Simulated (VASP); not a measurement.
# AlN (P6_3/mmc) in VASP: notebook

Runs on AlN. Level: PBEsol. Tasks: single point.

All numbers are computed with VASP 6.6.1; they aren't measurements. Logs are shortened: lines on timing, memory, paths and dates and some standing lists are left out, and cuts for length are marked.

## (1) The cell of the first run

The structure is hexagonal, space group P6_3/mmc (No. 194). The conventional cell has a = 3.302 Å, b = 3.302 Å, c = 4.141 Å, α = 90.00°, β = 90.00°, γ = 120.00°. Al (site symmetry -6m2) has 5 N at 1.91 to 2.07 Å within 2.5 Å. N (site symmetry -6m2) has 5 Al at 1.91 to 2.07 Å within 2.5 Å.

## (2) Single point, PBEsol

Input file INCAR:

```
SYSTEM = AlN
ALGO = Normal ; EDIFF = 1E-6
ENCUT = 520 ; GGA = PS
ISIF = 2 ; ISMEAR = 0
LASPH = .True. ; LCHARG = .False.
LREAL = .False. ; LWAVE = .False.
NBANDS = 16 ; NELM = 100
PREC = Accurate ; SIGMA = 0.05
```

Input file KPOINTS:

```
k-points
0
Gamma
  9 9 6
  0 0 0
```

Input file POSCAR:

```
AlN
1.0
    3.3015780391      0.0000000000      0.0000000000
   -1.6507890196      2.8592504545      0.0000000000
    0.0000000000      0.0000000000      4.1412155349
Al N
2 2
Direct
    0.3333333333      0.6666666667      0.7500000000
    0.6666666667      0.3333333333      0.2500000000
    0.3333333333      0.6666666667      0.2500000000
    0.6666666667      0.3333333333      0.7500000000
```

Potentials or basis: VASP PAW PBE potentials, release 64 (Al, N).

Launch:

```sh
$ cat potpaw_PBE.64/Al/POTCAR potpaw_PBE.64/N/POTCAR > POTCAR
$ mpirun -np 1 vasp_std > vasp.out
```

OUTCAR:

```text
SYSTEM = AlN
   EDIFF = 1E-6
   ENCUT = 520
   GGA = PS
   ISIF = 2
   ISMEAR = 0
   LASPH = .True.
   LREAL = .False.
   NELM = 100
   PREC = Accurate

 ion  position               nearest neighbor table
   1  0.333  0.667  0.750-   4 1.91   4 1.91   4 1.91   3 2.07   3 2.07   2 2.81   2 2.81   2 2.81
                             2 2.81   2 2.81   2 2.81
   2  0.667  0.333  0.250-   3 1.91   3 1.91   3 1.91   4 2.07   4 2.07   1 2.81   1 2.81   1 2.81
                             1 2.81   1 2.81   1 2.81
   3  0.333  0.667  0.250-   2 1.91   2 1.91   2 1.91   1 2.07   1 2.07
   4  0.667  0.333  0.750-   1 1.91   1 1.91   1 1.91   2 2.07   2 2.07

  LATTYP: Found a hexagonal cell.
 ALAT       =     3.3015780391
 C/A-ratio  =     1.2543139934

  Lattice vectors:

 A1 = (   3.3015780391,   0.0000000000,   0.0000000000)
 A2 = (  -1.6507890196,   2.8592504545,   0.0000000000)
 A3 = (   0.0000000000,   0.0000000000,   4.1412155349)

Analysis of symmetry for initial positions (statically):
=====================================================================
 Subroutine PRICEL returns:
 Original cell was already a primitive cell.

 Routine SETGRP: Setting up the symmetry group for a
 hexagonal supercell.

 Subroutine GETGRP returns: Found 24 space group operations
 (whereof 12 operations were pure point group operations)
 out of a pool of 24 trial point group operations.

The static configuration has the point symmetry D_3d.
 The point group associated with its full space group is D_6h.

Analysis of symmetry for dynamics (positions and initial velocities):
=====================================================================
 Subroutine PRICEL returns:
 Original cell was already a primitive cell.

 Routine SETGRP: Setting up the symmetry group for a
 hexagonal supercell.

 Subroutine GETGRP returns: Found 24 space group operations
 (whereof 12 operations were pure point group operations)
 out of a pool of 24 trial point group operations.

The dynamic configuration has the point symmetry D_3d.
 The point group associated with its full space group is D_6h.

 Subroutine INISYM returns: Found 24 space group operations
 (whereof 12 operations are pure point group operations),
 and found     1 'primitive' translations

----------------------------------------------------------------------------------------

                                     Primitive cell

  volume of cell :      39.0932

[... 94 lines left out ...]
   EDIFFG = 0.1E-04   stopping-criterion for IOM
   NSW    =      0    number of steps for IOM
   IBRION =     -1    ionic relax: 0-MD 1-quasi-New 2-CG
   NFREE  =      0    steps in history (QN), initial steepest desc. (CG)
   ISIF   =      2    stress and relaxation
   ISYM   =      2    0-nonsym 1-usesym 2-fastsym
   POTIM  = 0.5000    time-step for ionic-motion
   TEBEG  =    0.0;   TEEND  =   0.0 temperature during run
   PSTRESS=    0.0 pullay stress
   NELECT =      16.0000    total number of electrons
   NUPDOWN=      -1.0000    fix difference up-down
   EMIN   =  10.00;   EMAX   =-10.00  energy-range for DOS
   EFERMI =   0.00;   METHOD = LEGACY
   ISMEAR =     0;   SIGMA  =   0.05  broadening in eV -4-tet -1-fermi 0-gaus
   EFERMI_NEDOS =   21; number of points for ismear=-14 and -15
   IALGO  =     38    algorithm
   IMIX   =      4    mixing-type and parameters
     AMIX     =   0.40;   BMIX     =  1.00
     AMIX_MAG =   1.60;   BMIX_MAG =  1.00
  volume/ion in A,a.u.               =       9.77        65.95
  Fermi-wavevector in a.u.,A,eV,Ry     =   1.215479  2.296923 20.101116  1.477390
  Thomas-Fermi vector in A             =   2.350865
   LORBIT       =      0    0 simple, 1 ext, 2 COOP (PROOUT), +10 PAW based schemes
   GGA     = PS    functional components
   LHFCALC =     F    Hartree Fock is set to
   AEXX    =    0.0000 exact exchange contribution
   IVDW    =     0    specifies the selected vdW correction
   LEPSILON=     F    determine dielectric tensor
   LRPA    =     F    only Hartree local field effects (RPA)
 non-spin polarized calculation
 Gauss-broadening in eV      SIGMA  =   0.05
  energy-cutoff  :      520.00
  volume of cell :       39.09
 maximum number of plane-waves:      1074
 NGX is ok and might be reduce to    28
   NGX = 13   NGY = 13   NGZ = 15

 number of electron      16.0000001 magnetization

 Free energy of the ion-electron system (eV)
  ---------------------------------------------------
  ext. energy  EPLUGINS =         0.00000000
  ---------------------------------------------------
  free energy    TOTEN  =       -30.94583992 eV

  energy without entropy =      -30.94583992  energy(sigma->0) =      -30.94583992

 E-fermi :   8.2419     XC(G=0): -11.4296

 val. band max:        8.0252317115   @ k =   0.0000   0.0000   0.0000
 cond. band min:      11.3622525409   @ k =   0.0000   0.0000   0.0000
 fundamental gap:      3.3370208293
 Fermi energy:         8.2419215129

 k-point     1 :       0.0000    0.0000    0.0000
  band No.  band energies     occupation
      1      -8.8515      2.00000
      2      -5.0483      2.00000
      3       1.0416      2.00000
      4       4.6965      2.00000
      5       4.6965      2.00000
      6       6.4220      2.00000
[... 433 lines left out ...]
      3       1.3681      2.00000
      4       2.4143      2.00000
      5       2.4143      2.00000
      6       5.0147      2.00000
[... 8 lines left out ...]
     15      19.2609      0.00000
     16      21.2126      0.00000

 [... further k-points ...]

------------------------ aborting loop because EDIFF is reached ----------------------------------------

  FORCE on cell =-STRESS in cart. coord.  units (eV):
  Direction    XX          YY          ZZ          XY          YZ          ZX
  --------------------------------------------------------------------------------------
  -------------------------------------------------------------------------------------
  Total       -0.0127697     -0.0127697     -0.0237973      0.0000000      0.0000000     -0.0000000
  in kB       -0.5233450     -0.5233450     -0.9752950      0.0000000      0.0000000     -0.0000000
  external PRESSURE =      -0.6739950 kB  Pullay stress =       0.0000000 kB

 VOLUME and BASIS-vectors are now :
 -----------------------------------------------------------------------------
  energy-cutoff  :      520.00
  volume of cell :       39.09
      direct lattice vectors                 reciprocal lattice vectors
     3.301578039  0.000000000  0.000000000     0.302885465  0.174871005  0.000000000
    -1.650789020  2.859250455  0.000000000     0.000000000  0.349742010  0.000000000
     0.000000000  0.000000000  4.141215535     0.000000000  0.000000000  0.241474995

 POSITION                                       TOTAL-FORCE (eV/Angst)
 -----------------------------------------------------------------------------------
     -0.00000      1.90617      3.10591         0.000000     -0.000000      0.000000
      1.65079      0.95308      1.03530        -0.000000      0.000000      0.000000
     -0.00000      1.90617      1.03530        -0.000000      0.000000      0.000000
      1.65079      0.95308      3.10591        -0.000000      0.000000      0.000000
 -----------------------------------------------------------------------------------
    total drift:                               -0.000000     -0.000000     -0.000000

  FREE ENERGIE OF THE ION-ELECTRON SYSTEM (eV)
  ---------------------------------------------------
  free  energy   TOTEN  =       -30.9458399224 eV

  energy  without entropy=      -30.9458399224  energy(sigma->0) =      -30.94583992
```

stdout:

```text
POSCAR found type information on POSCAR AlN
 POSCAR found :  2 types and       4 ions
 scaLAPACK will be used
 -----------------------------------------------------------------------------
|                                                                             |
|                                                                             |
|     You enforced a specific xc type in the INCAR file but a different       |
|     I HOPE YOU KNOW WHAT YOU ARE DOING!                                     |
|                                                                             |
 -----------------------------------------------------------------------------

 LDA part: xc-table for (Slater+PW92), standard interpolation
 POSCAR, INCAR and KPOINTS ok, starting setup
 FFT: planning ... GRIDC
 FFT: planning ... GRID_SOFT
 FFT: planning ... GRID
 WAVECAR not read
 entering main loop
```

It took 26 s on 1 thread of Intel Xeon 6975P-C, shared host; peak memory 0.17 GiB.

Results:

```
Free energy            : -30.9458 eV
Pressure               : -0.1 GPa
Band gap on the k mesh : 3.34 eV, direct
```

Caveat: the PAW data sets were made with another functional, which shifts forces and pressure a little.

## (3) Single point, PBEsol

This run uses another cell than the first one, of 9.90 Å³/atom, 1.013 times its volume.

Input file INCAR:

```
SYSTEM = AlN
PREC = Accurate
ENCUT = 520
EDIFF = 1E-6
ISMEAR = 0
SIGMA = 0.05
LREAL = .FALSE.
LASPH = .TRUE.
NELM = 60
ALGO = Normal
ISIF = 2
LWAVE = .FALSE.
LCHARG = .FALSE.
GGA = PS
NBANDS = 16
```

Input file KPOINTS:

```
regular mesh
0
G
  9 9 6
  0 0 0
```

Input file POSCAR:

```
AlN
1.0
    3.2421000000      0.0000000000      0.0000000000
   -1.6210500000      2.8077409616      0.0000000000
    0.0000000000      0.0000000000      4.3483000000
Al N
2 2
Direct
    0.3333333333      0.6666666667      0.7500000000
    0.6666666667      0.3333333333      0.2500000000
    0.3333333333      0.6666666667      0.2500000000
    0.6666666667      0.3333333333      0.7500000000
```

Potentials or basis: VASP PAW PBE potentials, release 64 (Al, N).

Launch:

```sh
$ cat potpaw_PBE.64/Al/POTCAR potpaw_PBE.64/N/POTCAR > POTCAR
$ mpirun -np 1 vasp_std > vasp.out
```

It took 18 s on 1 thread of Intel Xeon 6975P-C, shared host; peak memory 0.16 GiB.

It converged, with:

- Free energy: -30.8782 eV
- Pressure: 0.4 GPa
- Band gap on the k mesh: 3.09 eV, direct

Stress tensor (GPa, compression positive):
```
 4.35  0.00  0.00
 0.00  4.35  0.00
 0.00  0.00 -7.43
```

Levels at points of the mesh, in eV from the valence-band top:
| k point | band 5 | band 6 | band 7 | band 8 | band 9 | band 10 | band 11 | band 12 |
| --- | --- | --- | --- | --- | --- | --- | --- | --- |
| (0.00, 0.00, 0.00) | -3.31 | -1.92 | -1.92 | 0.00 | 3.09 | 4.51 | 8.36 | 8.36 |
| (0.00, 0.00, 0.50) | -2.65 | -2.65 | -2.65 | -2.65 | 5.49 | 5.49 | 8.61 | 8.61 |

Caveat: the PAW data sets were made with another functional, which shifts forces and pressure a little. PBEsol gaps usually lie below the measured ones, often by a third to a half.
